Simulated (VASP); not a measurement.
# C (Cmme) in VASP: further runs

The runs below take C through single point, with PBEsol.

All numbers are computed with VASP 6.6.1; they aren't measurements. Logs are shortened: lines on timing, memory, paths and dates and some standing lists are left out, and cuts for length are marked.

## (1) The cell of the first run

The typed cell holds 4 atoms: a = 2.563 Å, b = 2.563 Å, c = 7.838 Å, α = 90.00°, β = 90.00°, γ = 123.88°.

## (2) Single point, PBEsol (10.69 Å³/atom)

INCAR reads:

```
SYSTEM = C
PREC = Accurate ; ENCUT = 520
EDIFF = 1E-7 ; ISMEAR = 0
SIGMA = 0.15 ; LREAL = .FALSE.
LASPH = .TRUE. ; NELM = 80
ALGO = Normal ; ISIF = 2
LWAVE = .FALSE. ; LCHARG = .FALSE.
GGA = PS ; NBANDS = 16
```

KPOINTS reads:

```
regular mesh
0
G
  21 21 6
  0 0 0
```

POSCAR reads:

```
C
1.0
    1.2055602481     -2.2618335469      0.0000000000
    1.2055602481      2.2618335469      0.0000000000
    0.0000000000      0.0000000000      7.8378257709
C
4
Direct
    0.0833216498      0.9166783502      0.7498439858
    0.5833216498      0.4166783502      0.2501560142
    0.9166783502      0.0833216498      0.2501560142
    0.4166783502      0.5833216498      0.7498439858
```

Potentials or basis: VASP PAW PBE potentials, release 64 (C).

Started as:

```console
> cat potpaw_PBE.64/C/POTCAR > POTCAR
> mpirun -np 1 vasp_std > vasp.out
```

OUTCAR:

```text
SYSTEM = C
   PREC = Accurate
   ENCUT = 520
   EDIFF = 1E-7
   ISMEAR = 0
   LREAL = .FALSE.
   LASPH = .TRUE.
   NELM = 80
   ISIF = 2
   GGA = PS

 ion  position               nearest neighbor table
   1  0.083  0.917  0.750-   4 1.42   4 1.42   4 1.51
   2  0.583  0.417  0.250-   3 1.42   3 1.42   3 1.51
   3  0.917  0.083  0.250-   2 1.42   2 1.42   2 1.51
   4  0.417  0.583  0.750-   1 1.42   1 1.42   1 1.51

  LATTYP: Found a base centered orthorhombic cell.
 ALAT       =     2.4111204962
 B/A-ratio  =     1.8761679895
 C/A-ratio  =     3.2506984961

  Lattice vectors:

 A1 = (   1.2055602481,  -2.2618335469,   0.0000000000)
 A2 = (   1.2055602481,   2.2618335469,   0.0000000000)
 A3 = (   0.0000000000,   0.0000000000,   7.8378257709)

Analysis of symmetry for initial positions (statically):
=====================================================================
 Subroutine PRICEL returns:
 Original cell was already a primitive cell.

 Routine SETGRP: Setting up the symmetry group for a
 base centered orthorhombic supercell.

 Subroutine GETGRP returns: Found  8 space group operations
 (whereof  4 operations were pure point group operations)
 out of a pool of  8 trial point group operations.

The static configuration has the point symmetry C_2h.
 The point group associated with its full space group is D_2h.

Analysis of symmetry for dynamics (positions and initial velocities):
=====================================================================
 Subroutine PRICEL returns:
 Original cell was already a primitive cell.

 Routine SETGRP: Setting up the symmetry group for a
 base centered orthorhombic supercell.

 Subroutine GETGRP returns: Found  8 space group operations
 (whereof  4 operations were pure point group operations)
 out of a pool of  8 trial point group operations.

The dynamic configuration has the point symmetry C_2h.
 The point group associated with its full space group is D_2h.

 Subroutine INISYM returns: Found  8 space group operations
 (whereof  4 operations are pure point group operations),
 and found     1 'primitive' translations

----------------------------------------------------------------------------------------

                                     Primitive cell

  volume of cell :      42.7440

  direct lattice vectors                    reciprocal lattice vectors
     1.205560248 -2.261833547  0.000000000     0.414744929 -0.221059592  0.000000000
     1.205560248  2.261833547  0.000000000     0.414744929  0.221059592  0.000000000
     0.000000000  0.000000000  7.837825771     0.000000000  0.000000000  0.127586403

  length of vectors
     2.563058038  2.563058038  7.837825771     0.469979467  0.469979467  0.127586403

  position of ions in fractional coordinates (direct lattice)
     0.083321650  0.916678350  0.749843986
     0.583321650  0.416678350  0.250156014
     0.916678350  0.083321650  0.250156014
     0.416678350  0.583321650  0.749843986

  ion indices of the primitive-cell ions
   primitive index   ion index
                 1           1
                 2           2
                 3           3
                 4           4

----------------------------------------------------------------------------------------

 KPOINTS: regular mesh

Automatic generation of k-mesh.
 Grid dimensions read from file:
 generate k-points for:   21   21    6

 Generating k-lattice:

  Cartesian coordinates                     Fractional coordinates (reciprocal lattice)
     0.019749759 -0.010526647  0.000000000     0.047619048  0.000000000  0.000000000
     0.019749759  0.010526647  0.000000000     0.000000000  0.047619048  0.000000000
     0.000000000  0.000000000  0.021264401     0.000000000  0.000000000  0.166666667

  Length of vectors
     0.022379975  0.022379975  0.021264401

  Shift w.r.t. Gamma in fractional coordinates (k-lattice)
     0.000000000  0.000000000  0.000000000

 Subroutine IBZKPT returns following result:
 ===========================================

 Found    484 irreducible k-points:

 Following reciprocal coordinates:
            Coordinates               Weight
  0.000000  0.000000  0.000000      1.000000
  0.047619 -0.000000  0.000000      4.000000
  0.095238  0.000000  0.000000      4.000000
  0.142857  0.000000  0.000000      4.000000
  0.190476  0.000000  0.000000      4.000000
  0.238095 -0.000000  0.000000      4.000000
[... 16 lines left out ...]
 -0.428571  0.047619  0.000000      4.000000
 -0.380952  0.047619  0.000000      4.000000
 [... further k-points ...]
   k-points           NKPTS =    484   k-points in BZ     NKDIM =    484   number of bands    NBANDS=     16
   number of dos      NEDOS =    301   number of ions     NIONS =      4
   total plane-waves  NPLWV =  24000
   dimension x,y,z NGX =    20 NGY =   20 NGZ =   60
   dimension x,y,z NGXF=    40 NGYF=   40 NGZF=  120
   ions per type =               4
   NGX,Y,Z   is equivalent  to a cutoff of  12.97, 12.97, 12.73 a.u.
   NGXF,Y,Z  is equivalent  to a cutoff of  25.94, 25.94, 25.45 a.u.
 SYSTEM =  C
   PREC   = accura    normal or accurate (medium, high low for compatibility)
   ISTART =      0    job   : 0-new  1-cont  2-samecut
   ICHARG =      2    charge: 1-file 2-atom 10-const
   ISPIN  =      1    spin polarized calculation?
   LNONCOLLINEAR =      F non collinear calculations
   LSORBIT =      F    spin-orbit coupling
   LASPH  =      T    aspherical Exc in radial PAW
   ENCUT  =  520.0 eV  38.22 Ry    6.18 a.u.   4.77  4.77 14.57*2*pi/ulx,y,z
   NELM   =     80;   NELMIN=  2; NELMDL= -5     # of ELM steps
   EDIFF  = 0.1E-06   stopping-criterion for ELM
   LREAL  =      F    real-space projection
   EDIFFG = 0.1E-05   stopping-criterion for IOM
   NSW    =      0    number of steps for IOM
   IBRION =     -1    ionic relax: 0-MD 1-quasi-New 2-CG
   NFREE  =      0    steps in history (QN), initial steepest desc. (CG)
   ISIF   =      2    stress and relaxation
   ISYM   =      2    0-nonsym 1-usesym 2-fastsym
   POTIM  = 0.5000    time-step for ionic-motion
   TEBEG  =    0.0;   TEEND  =   0.0 temperature during run
   PSTRESS=    0.0 pullay stress
   NELECT =      16.0000    total number of electrons
   NUPDOWN=      -1.0000    fix difference up-down
   EMIN   =  10.00;   EMAX   =-10.00  energy-range for DOS
   EFERMI =   0.00;   METHOD = LEGACY
   ISMEAR =     0;   SIGMA  =   0.15  broadening in eV -4-tet -1-fermi 0-gaus
   EFERMI_NEDOS =   21; number of points for ismear=-14 and -15
   IALGO  =     38    algorithm
   IMIX   =      4    mixing-type and parameters
     AMIX     =   0.40;   BMIX     =  1.00
     AMIX_MAG =   1.60;   BMIX_MAG =  1.00
  volume/ion in A,a.u.               =      10.69        72.11
  Fermi-wavevector in a.u.,A,eV,Ry     =   1.179840  2.229574 18.939614  1.392022
  Thomas-Fermi vector in A             =   2.316143
   LORBIT       =      0    0 simple, 1 ext, 2 COOP (PROOUT), +10 PAW based schemes
   GGA     = PS    functional components
   LHFCALC =     F    Hartree Fock is set to
   AEXX    =    0.0000 exact exchange contribution
   IVDW    =     0    specifies the selected vdW correction
   LEPSILON=     F    determine dielectric tensor
   LRPA    =     F    only Hartree local field effects (RPA)
 non-spin polarized calculation
 Gauss-broadening in eV      SIGMA  =   0.15
  energy-cutoff  :      520.00
  volume of cell :       42.74
 maximum number of plane-waves:      1178
   NGX =  9   NGY =  9   NGZ = 29

 number of electron      15.9999998 magnetization

 Free energy of the ion-electron system (eV)
  ---------------------------------------------------
  ext. energy  EPLUGINS =         0.00000000
  ---------------------------------------------------
  free energy    TOTEN  =       -38.17612635 eV

  energy without entropy =      -38.17609577  energy(sigma->0) =      -38.17611106

 E-fermi :   3.0884     XC(G=0):  -9.3498

 val. band max:        2.8550750711   @ k =   0.3333   0.3333   0.0000
 cond. band min:       3.3662251038   @ k =   0.3333   0.2857   0.0000
 fundamental gap:      0.5111500327
 Fermi energy:         3.0883507533

 k-point     1 :       0.0000    0.0000    0.0000
  band No.  band energies     occupation
      1     -16.0643      2.00000
      2     -15.9788      2.00000
      3      -4.6687      2.00000
      4      -3.8021      2.00000
      5      -0.1996      2.00000
      6      -0.1902      2.00000
[... 8 lines left out ...]
     15      13.8239      0.00000
     16      13.8327      0.00000

 k-point     2 :       0.0476   -0.0000    0.0000
  band No.  band energies     occupation
      1     -16.0100      2.00000
      2     -15.9248      2.00000
      3      -4.6032      2.00000
      4      -3.7389      2.00000
      5      -0.3224      2.00000
      6      -0.3134      2.00000
[... 8 lines left out ...]
     15      13.6626      0.00000
     16      13.6629      0.00000

 k-point     3 :       0.0952    0.0000    0.0000
  band No.  band energies     occupation
      1     -15.8471      2.00000
      2     -15.7629      2.00000
      3      -4.4071      2.00000
      4      -3.5497      2.00000
      5      -0.6923      2.00000
      6      -0.6874      2.00000
[... 8 lines left out ...]
     15      13.1718      0.00000
     16      13.1964      0.00000

 k-point     4 :       0.1429    0.0000    0.0000
  band No.  band energies     occupation
      1     -15.5761      2.00000
      2     -15.4937      2.00000
      3      -4.0818      2.00000
      4      -3.2363      2.00000
      5      -1.4552      2.00000
      6      -1.4462      2.00000
[... 8 lines left out ...]
     15      12.4932      0.00000
     16      12.5125      0.00000
[... 324 lines left out ...]
 k-point    22 :      -0.4762    0.0476    0.0000
  band No.  band energies     occupation
      1     -11.3600      2.00000
      2     -11.3039      2.00000
      3      -9.0159      2.00000
      4      -8.9712      2.00000
      5      -3.6843      2.00000
      6      -3.6752      2.00000
[... 8 lines left out ...]
     15      15.4510      0.00000
     16      16.8196      0.00000

 k-point    23 :      -0.4286    0.0476    0.0000
  band No.  band energies     occupation
      1     -12.2574      2.00000
      2     -12.1949      2.00000
      3      -7.8748      2.00000
      4      -7.8344      2.00000
      5      -3.5556      2.00000
      6      -3.5459      2.00000
[... 8 lines left out ...]
     15      16.7604      0.00000
     16      17.5428      0.00000

 k-point    24 :      -0.3810    0.0476    0.0000
  band No.  band energies     occupation
      1     -13.0773      2.00000
      2     -13.0099      2.00000
      3      -6.6687      2.00000
      4      -6.6339      2.00000
      5      -3.3231      2.00000
      6      -3.3130      2.00000
[... 8 lines left out ...]
     15      17.7111      0.00000
     16      18.3183      0.00000

 [... further k-points ...]

------------------------ aborting loop because EDIFF is reached ----------------------------------------

  FORCE on cell =-STRESS in cart. coord.  units (eV):
  Direction    XX          YY          ZZ          XY          YZ          ZX
  --------------------------------------------------------------------------------------
  -------------------------------------------------------------------------------------
  Total        2.8466631    -12.2031477     -0.0554125      0.0000000     -0.0000000      0.0000000
  in kB      106.7017389   -457.4117201     -2.0770315      0.0000000     -0.0000000      0.0000000
  external PRESSURE =    -117.5956709 kB  Pullay stress =       0.0000000 kB

 VOLUME and BASIS-vectors are now :
 -----------------------------------------------------------------------------
  energy-cutoff  :      520.00
  volume of cell :       42.74
      direct lattice vectors                 reciprocal lattice vectors
     1.205560248 -2.261833547  0.000000000     0.414744929 -0.221059592  0.000000000
     1.205560248  2.261833547  0.000000000     0.414744929  0.221059592  0.000000000
     0.000000000  0.000000000  7.837825771     0.000000000  0.000000000  0.127586403

 POSITION                                       TOTAL-FORCE (eV/Angst)
 -----------------------------------------------------------------------------------
      1.20556      1.88491      5.87715         0.000000     -0.442316      0.000033
      1.20556     -0.37692      1.96068         0.000000     -0.442316     -0.000033
      1.20556     -1.88491      1.96068         0.000000      0.442316     -0.000033
      1.20556      0.37692      5.87715         0.000000      0.442316      0.000033
 -----------------------------------------------------------------------------------
    total drift:                                0.000000      0.000000     -0.000000

  FREE ENERGIE OF THE ION-ELECTRON SYSTEM (eV)
  ---------------------------------------------------
  free  energy   TOTEN  =       -38.1761263481 eV

  energy  without entropy=      -38.1760957679  energy(sigma->0) =      -38.17611106
```

Wall time 8.5 min (1 thread of Intel Xeon 8259CL, shared host); peak memory 0.34 GiB.

What came out:

```
Free energy   : -38.1761 eV
Pressure      : -11.8 GPa
Largest force : 0.442 eV/Å
```

Forces in eV/Å, atoms in the order of the input:
```
C    0.000 -0.442  0.000
C    0.000 -0.442  0.000
C    0.000  0.442  0.000
C    0.000  0.442  0.000
```

Caveat: the stress differs along the axes, from -46 to 11 GPa; this functional lacks dispersion, which binds layers or chains, so the pressure and a relaxed spacing across them are unreliable; the PAW data sets were made with another functional, which shifts forces and pressure a little.

## (3) Single point, PBEsol (10.69 Å³/atom)

INCAR reads:

```
SYSTEM = C
ALGO     = Normal         ! electronic algorithm
EDIFF    = 1E-6           ! SCF threshold, eV
ENCUT    = 520            ! plane-wave cutoff, eV
GGA      = PS             ! functional
ISIF     = 2              ! what is computed and relaxed
ISMEAR   = 0              ! smearing method
LASPH    = .TRUE.         ! aspherical terms in the spheres
LCHARG   = .FALSE.        ! write CHGCAR
LREAL    = .FALSE.        ! projectors in reciprocal space
LWAVE    = .FALSE.        ! write WAVECAR
NBANDS   = 16             ! bands
NELM     = 80             ! most SCF steps
PREC     = Accurate       ! precision mode
SIGMA    = 0.15           ! smearing width, eV
```

KPOINTS reads:

```
k-points
0
G
  21 21 6
  0 0 0
```

POSCAR reads:

```
C
1.0
    1.3415506137     -2.1441322522      0.0000000000
    1.3415506137      2.1441322522      0.0000000000
    0.0000000000      0.0000000000      7.4299609916
C
4
Direct
    0.0833216498      0.9166783502      0.7498439858
    0.5833216498      0.4166783502      0.2501560142
    0.9166783502      0.0833216498      0.2501560142
    0.4166783502      0.5833216498      0.7498439858
```

Potentials or basis: VASP PAW PBE potentials, release 64 (C).

Started as:

```console
> cat potpaw_PBE.64/C/POTCAR > POTCAR
> mpirun -np 1 vasp_std > vasp.out
```

Run time: 7 min. Hardware: 1 thread of Intel Xeon 8259CL, shared host; peak memory 0.34 GiB.

The run converged. Its results:

* Free energy: -37.7581 eV
* Pressure: -27.4 GPa
* Largest force: 0.300 eV/Å

Forces on the atoms (eV/Å):
```
C    0.000  0.300  0.000
C    0.000  0.300  0.000
C    0.000 -0.300  0.000
C    0.000 -0.300  0.000
```

Stress tensor (GPa, compression positive):
```
-66.53   0.00   0.00
  0.00 -15.51   0.00
  0.00   0.00  -0.08
```

Caveat: the stress differs along the axes, from -67 to -0 GPa; this functional lacks dispersion, which binds layers or chains, so the pressure and a relaxed spacing across them are unreliable; the PAW data sets were made with another functional, which shifts forces and pressure a little.
